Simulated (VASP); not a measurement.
Runs of VASP 6.6.1 on In. The structure is that of space group Fd-3m (No. 227), or close to it. The cells are those of the table. This isn't the form of In at room conditions, which is tetragonal.

| task | cell | gap on the mesh (eV) | pressure (GPa) |
| --- | --- | --- | --- |
| single point | a = 4.691 Å, angles 60.0°, 2 atoms | none | 0.0 |
| relaxation of cell and atoms | relaxed to 10 GPa from a = 4.582 Å, angles 60.0°, 2 atoms | none | 10.1 |
| single point | a = 4.202 Å, angles 60.0°, 2 atoms | none | 20.2 |
| single point | a = 4.095 Å, angles 60.0°, 2 atoms | none | (a) |
| relaxation of cell and atoms | relaxed to 30 GPa from a = 4.582 Å, angles 60.0°, 2 atoms | none | 30.0 |
| relaxation of cell and atoms | relaxed from a = 4.582 Å, angles 60.0°, 2 atoms | none | 0.0 |
| relaxation of cell and atoms | relaxed to 20 GPa from a = 4.582 Å, angles 60.0°, 2 atoms | none | 20.1 |
| single point | a = 4.355 Å, angles 60.0°, 2 atoms | none | 10.1 |

Alike in all rows: level r2SCAN; potentials or basis VASP PAW PBE potentials, release 64 (In_d); no spin polarisation; k mesh 6 × 6 × 6; cutoff (eV) 550; smearing fermi-dirac 0.05 eV.

Question: Estimate the missing entries.

Answer: (a) 30.4.

Caveats: the PAW data sets were made with another functional, which shifts forces and pressure a little; spin-orbit coupling is left out, which moves the levels of the heavy elements; the cell is relaxed towards a set pressure, so the run minimises the enthalpy, not the energy (at least some runs); the cell stands under pressure (at least some runs).

A k mesh can miss the band edges, and the runs leave out spin-orbit coupling on In.

A gap of «none» marks levels without a gap at the run's occupations.
